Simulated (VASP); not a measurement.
# BN (F-43m) in VASP: single point with HSE06

Aim: the single point of BN with HSE06.

Program: VASP 6.6.1. These are calculated values, not measurements. Logs are shortened: lines on timing, memory, paths and dates and some standing lists are left out, and cuts for length are marked.

### Step 1. The cell of the first run

It takes space group F-43m (No. 216, cubic). The conventional cell has a = 3.754 Å, b = 3.754 Å, c = 3.754 Å, α = 90.00°, β = 90.00°, γ = 90.00°. B (site symmetry -43m) has 4 N at 1.63 Å within 2.2 Å. N (site symmetry -43m) has 4 B at 1.63 Å within 2.2 Å.

### Step 2. Single point, HSE06 (strain +4.0%)

POSCAR reads:

```
BN
1.0
    0.0000000000      1.8770184836      1.8770184836
    1.8770184836      0.0000000000      1.8770184836
    1.8770184836      1.8770184836      0.0000000000
B N
1 1
Direct
    0.0000000000      0.0000000000      0.0000000000
    0.2500000000      0.2500000000      0.2500000000
```

INCAR.step1 reads:

```
SYSTEM = BN
PREC = Accurate ; ENCUT = 520
EDIFF = 1E-5 ; ISMEAR = 0
SIGMA = 0.01 ; LREAL = .FALSE.
LASPH = .TRUE. ; NELM = 80
ALGO = Normal ; ISIF = 2
LWAVE = .TRUE. ; GGA = PE
NBANDS = 11
```

INCAR.step2 reads:

```
SYSTEM = BN
PREC = Accurate ; ENCUT = 520
EDIFF = 1E-6 ; ISMEAR = 0
SIGMA = 0.01 ; LREAL = .FALSE.
LASPH = .TRUE. ; NELM = 80
ALGO = Normal ; ISIF = 2
LWAVE = .FALSE. ; LCHARG = .TRUE.
GGA = PE ; LHFCALC = .TRUE.
HFSCREEN = 0.2079 ; PRECFOCK = Normal
LELF = .TRUE. ; LVHAR = .TRUE.
ISTART = 1 ; NBANDS = 11
```

KPOINTS reads:

```
Automatic mesh
0
G
  8 8 8
  0 0 0
```

Potentials or basis: VASP PAW PBE potentials, release 64 (B, N).

Command:

```bash
> cat potpaw_PBE.64/B/POTCAR potpaw_PBE.64/N/POTCAR > POTCAR
> cp INCAR.step1 INCAR
> mpirun -np 1 vasp_std > vasp.out
> cp INCAR.step2 INCAR
> mpirun -np 1 vasp_std > vasp.out
```

OUTCAR:

```text
SYSTEM = BN
   PREC = Accurate
   ENCUT = 520
   EDIFF = 1E-6
   ISMEAR = 0
   LREAL = .FALSE.
   LASPH = .TRUE.
   NELM = 80
   ISIF = 2
   GGA = PE
   LHFCALC = .TRUE.
   HFSCREEN = 0.2079
   PRECFOCK = Normal
   ISTART = 1

 ion  position               nearest neighbor table
   1  0.000  0.000  0.000-   2 1.63   2 1.63   2 1.63   2 1.63
   2  0.250  0.250  0.250-   1 1.63   1 1.63   1 1.63   1 1.63

  LATTYP: Found a face centered cubic cell.
 ALAT       =     3.7540369672

  Lattice vectors:

 A1 = (   0.0000000000,   1.8770184836,   1.8770184836)
 A2 = (   1.8770184836,   0.0000000000,   1.8770184836)
 A3 = (   1.8770184836,   1.8770184836,   0.0000000000)

Analysis of symmetry for initial positions (statically):
=====================================================================
 Subroutine PRICEL returns:
 Original cell was already a primitive cell.

 Routine SETGRP: Setting up the symmetry group for a
 face centered cubic supercell.

 Subroutine GETGRP returns: Found 24 space group operations
 (whereof 24 operations were pure point group operations)
 out of a pool of 48 trial point group operations.

The static configuration has the point symmetry T_d .

Analysis of symmetry for dynamics (positions and initial velocities):
=====================================================================
 Subroutine PRICEL returns:
 Original cell was already a primitive cell.

 Routine SETGRP: Setting up the symmetry group for a
 face centered cubic supercell.

 Subroutine GETGRP returns: Found 24 space group operations
 (whereof 24 operations were pure point group operations)
 out of a pool of 48 trial point group operations.

The dynamic configuration has the point symmetry T_d .

 Subroutine INISYM returns: Found 24 space group operations
 (whereof 24 operations are pure point group operations),
 and found     1 'primitive' translations

----------------------------------------------------------------------------------------

                                     Primitive cell

  volume of cell :      13.2262

  direct lattice vectors                    reciprocal lattice vectors
     0.000000000  1.877018484  1.877018484    -0.266379902  0.266379902  0.266379902
     1.877018484  0.000000000  1.877018484     0.266379902 -0.266379902  0.266379902
     1.877018484  1.877018484  0.000000000     0.266379902  0.266379902 -0.266379902

  length of vectors
     2.654504996  2.654504996  2.654504996     0.461383525  0.461383525  0.461383525

  position of ions in fractional coordinates (direct lattice)
     0.000000000  0.000000000  0.000000000
     0.250000000  0.250000000  0.250000000

  ion indices of the primitive-cell ions
   primitive index   ion index
                 1           1
                 2           2

----------------------------------------------------------------------------------------

 KPOINTS: Automatic mesh

Automatic generation of k-mesh.
 Grid dimensions read from file:
 generate k-points for:    8    8    8

 Generating k-lattice:

  Cartesian coordinates                     Fractional coordinates (reciprocal lattice)
    -0.033297488  0.033297488  0.033297488     0.125000000  0.000000000  0.000000000
     0.033297488 -0.033297488  0.033297488     0.000000000  0.125000000  0.000000000
     0.033297488  0.033297488 -0.033297488     0.000000000  0.000000000  0.125000000

  Length of vectors
     0.057672941  0.057672941  0.057672941

  Shift w.r.t. Gamma in fractional coordinates (k-lattice)
     0.000000000  0.000000000  0.000000000

 Subroutine IBZKPT returns following result:
 ===========================================

 Found     29 irreducible k-points:

 Following reciprocal coordinates:
            Coordinates               Weight
  0.000000  0.000000  0.000000      1.000000
  0.125000  0.000000  0.000000      8.000000
  0.250000  0.000000  0.000000      8.000000
  0.375000  0.000000  0.000000      8.000000
  0.500000  0.000000  0.000000      4.000000
  0.125000  0.125000  0.000000      6.000000
[... 16 lines left out ...]
  0.500000  0.250000  0.125000     48.000000
 -0.375000  0.250000  0.125000     24.000000
 [... further k-points ...]
   k-points           NKPTS =     29   k-points in BZ     NKDIM =    512   number of bands    NBANDS=     11
   number of dos      NEDOS =    301   number of ions     NIONS =      2
   total plane-waves  NPLWV =   8000
   dimension x,y,z NGX =    20 NGY =   20 NGZ =   20
   dimension x,y,z NGXF=    40 NGYF=   40 NGZF=   40
   ions per type =               1   1
   NGX,Y,Z   is equivalent  to a cutoff of  12.53, 12.53, 12.53 a.u.
   NGXF,Y,Z  is equivalent  to a cutoff of  25.05, 25.05, 25.05 a.u.
 SYSTEM =  BN
   PREC   = accura    normal or accurate (medium, high low for compatibility)
   ISTART =      1    job   : 0-new  1-cont  2-samecut
   ICHARG =      0    charge: 1-file 2-atom 10-const
   ISPIN  =      1    spin polarized calculation?
   LNONCOLLINEAR =      F non collinear calculations
   LSORBIT =      F    spin-orbit coupling
   LASPH  =      T    aspherical Exc in radial PAW
   ENCUT  =  520.0 eV  38.22 Ry    6.18 a.u.   4.94  4.94  4.94*2*pi/ulx,y,z
   NELM   =     80;   NELMIN=  2; NELMDL=  0     # of ELM steps
   EDIFF  = 0.1E-05   stopping-criterion for ELM
   LREAL  =      F    real-space projection
   EDIFFG = 0.1E-04   stopping-criterion for IOM
   NSW    =      0    number of steps for IOM
   IBRION =     -1    ionic relax: 0-MD 1-quasi-New 2-CG
   NFREE  =      0    steps in history (QN), initial steepest desc. (CG)
   ISIF   =      2    stress and relaxation
   ISYM   =      3    0-nonsym 1-usesym 2-fastsym
   POTIM  = 0.5000    time-step for ionic-motion
   TEBEG  =    0.0;   TEEND  =   0.0 temperature during run
   PSTRESS=    0.0 pullay stress
   NELECT =       8.0000    total number of electrons
   NUPDOWN=      -1.0000    fix difference up-down
   EMIN   =  10.00;   EMAX   =-10.00  energy-range for DOS
   EFERMI =   0.00;   METHOD = LEGACY
   ISMEAR =     0;   SIGMA  =   0.01  broadening in eV -4-tet -1-fermi 0-gaus
   EFERMI_NEDOS =   21; number of points for ismear=-14 and -15
   IALGO  =     38    algorithm
   IMIX   =      1    mixing-type and parameters
     AMIX     =   0.40;   BMIX     =  1.00
     AMIX_MAG =   1.60;   BMIX_MAG =  1.00
  volume/ion in A,a.u.               =       6.61        44.63
  Fermi-wavevector in a.u.,A,eV,Ry     =   1.384500  2.616326 26.080193  1.916840
  Thomas-Fermi vector in A             =   2.508998
   LORBIT       =      0    0 simple, 1 ext, 2 COOP (PROOUT), +10 PAW based schemes
   GGA     = PE    functional components
   LHFCALC =     T    Hartree Fock is set to
   PRECFOCK=normal    Normal, Fast or Accurate (Low or Medium for compatibility)
   ENCUT4O =  -1.0   cutoff for four orbital integrals eV
   NKREDX  =     1    reduce k-point grid by
   NKREDY  =     1    reduce k-point grid by
   NKREDZ  =     1    reduce k-point grid by
   AEXX    =    0.2500 exact exchange contribution
   HFSCREEN=    0.2079 screening length (either q_TF or 0.3 A-1)
   HFSCREENC=   0.2079 screening length for correlation (either q_TF or 0.3 A-1)
   ENCUTFOCK=  -1.0 apply spherical cutoff to Coloumb kernel
   IVDW    =     0    specifies the selected vdW correction
   LEPSILON=     F    determine dielectric tensor
   LRPA    =     F    only Hartree local field effects (RPA)
 non-spin polarized calculation
 Gauss-broadening in eV      SIGMA  =   0.01
  energy-cutoff  :      520.00
  volume of cell :       13.23
 maximum number of plane-waves:       363
  NGX = 16; NGY = 16; NGZ = 16

 number of electron       8.0000002 magnetization

 Free energy of the ion-electron system (eV)
  ---------------------------------------------------
  ext. energy  EPLUGINS =         0.00000000
  ---------------------------------------------------
  free energy    TOTEN  =       -20.10781438 eV

  energy without entropy =      -20.10781438  energy(sigma->0) =      -20.10781438

 E-fermi :   5.4174     XC(G=0): -10.0649

 val. band max:        5.2416941885   @ k =   0.0000   0.0000   0.0000
 cond. band min:      10.8553026068   @ k =   0.5000   0.5000   0.0000
 fundamental gap:      5.6136084183
 Fermi energy:         5.4174157340

 k-point     1 :       0.0000    0.0000    0.0000
  band No.  band energies     occupation
      1     -15.5778      2.00000
      2       5.2417      2.00000
      3       5.2417      2.00000
      4       5.2417      2.00000
      5      15.2080      0.00000
      6      15.2080      0.00000
      7      15.2080      0.00000
      8      15.4806      0.00000
      9      29.8175      0.00000
     10      33.5715      0.00000
     11      33.5715      0.00000

 k-point     2 :       0.1250    0.0000    0.0000
  band No.  band energies     occupation
      1     -15.2065      2.00000
      2       3.3567      2.00000
      3       4.8827      2.00000
      4       4.8827      2.00000
      5      15.1542      0.00000
      6      15.7519      0.00000
      7      15.7519      0.00000
      8      17.0528      0.00000
      9      29.7280      0.00000
     10      30.5942      0.00000
     11      30.5942      0.00000

 k-point     3 :       0.2500    0.0000    0.0000
  band No.  band energies     occupation
      1     -14.1367      2.00000
      2      -0.2701      2.00000
      3       4.1585      2.00000
      4       4.1585      2.00000
      5      15.3330      0.00000
      6      16.6792      0.00000
      7      16.6792      0.00000
      8      19.3730      0.00000
      9      29.1119      0.00000
     10      29.5793      0.00000
     11      29.5793      0.00000
[... 267 lines left out ...]
 k-point    23 :       0.5000    0.2500    0.1250
  band No.  band energies     occupation
      1     -11.8080      2.00000
      2      -2.9972      2.00000
      3       0.5387      2.00000
      4       2.3926      2.00000
      5      15.6601      0.00000
      6      17.4087      0.00000
      7      19.5538      0.00000
      8      20.7171      0.00000
      9      26.0934      0.00000
     10      30.8249      0.00000
     11      33.0204      0.00000

 k-point    24 :      -0.3750    0.2500    0.1250
  band No.  band energies     occupation
      1     -10.9386      2.00000
      2      -4.3506      2.00000
      3       0.4206      2.00000
      4       1.9280      2.00000
      5      15.9624      0.00000
      6      17.0579      0.00000
      7      20.2775      0.00000
      8      21.7605      0.00000
      9      25.4607      0.00000
     10      31.4435      0.00000
     11      33.0414      0.00000

 [... further k-points ...]
[... 5 lines left out ...]
  --------------------------------------------------------------------------------------
  -------------------------------------------------------------------------------------
  Total       -3.3852895     -3.3852895     -3.3852895     -0.0000000     -0.0000000      0.0000000
  in kB     -410.0820459   -410.0820459   -410.0820459     -0.0000000     -0.0000000      0.0000000
  external PRESSURE =    -410.0820459 kB  Pullay stress =       0.0000000 kB

 VOLUME and BASIS-vectors are now :
 -----------------------------------------------------------------------------
  energy-cutoff  :      520.00
  volume of cell :       13.23
      direct lattice vectors                 reciprocal lattice vectors
     0.000000000  1.877018484  1.877018484    -0.266379902  0.266379902  0.266379902
     1.877018484  0.000000000  1.877018484     0.266379902 -0.266379902  0.266379902
     1.877018484  1.877018484  0.000000000     0.266379902  0.266379902 -0.266379902

 POSITION                                       TOTAL-FORCE (eV/Angst)
 -----------------------------------------------------------------------------------
      0.00000      0.00000      0.00000        -0.000000     -0.000000     -0.000000
      0.93851      0.93851      0.93851         0.000000      0.000000      0.000000
 -----------------------------------------------------------------------------------
    total drift:                                0.000000     -0.000000      0.000000

  FREE ENERGIE OF THE ION-ELECTRON SYSTEM (eV)
  ---------------------------------------------------
  free  energy   TOTEN  =       -20.1078143845 eV

  energy  without entropy=      -20.1078143845  energy(sigma->0) =      -20.10781438
```

Run time: 21 min. Hardware: 1 thread of AMD EPYC 7R43 (Zen 3), shared host; peak memory 0.2 GiB.

Results:

* Free energy: -20.1078 eV
* Pressure: -41.0 GPa
* Band gap on the k mesh: 5.61 eV (least direct gap 9.97 eV)

Caveat: the cell differs from its parent crystal (strain +4.0%); the cell stands under tension; the PAW data sets were made with another functional, which shifts forces and pressure a little. A k mesh can miss the band edges.
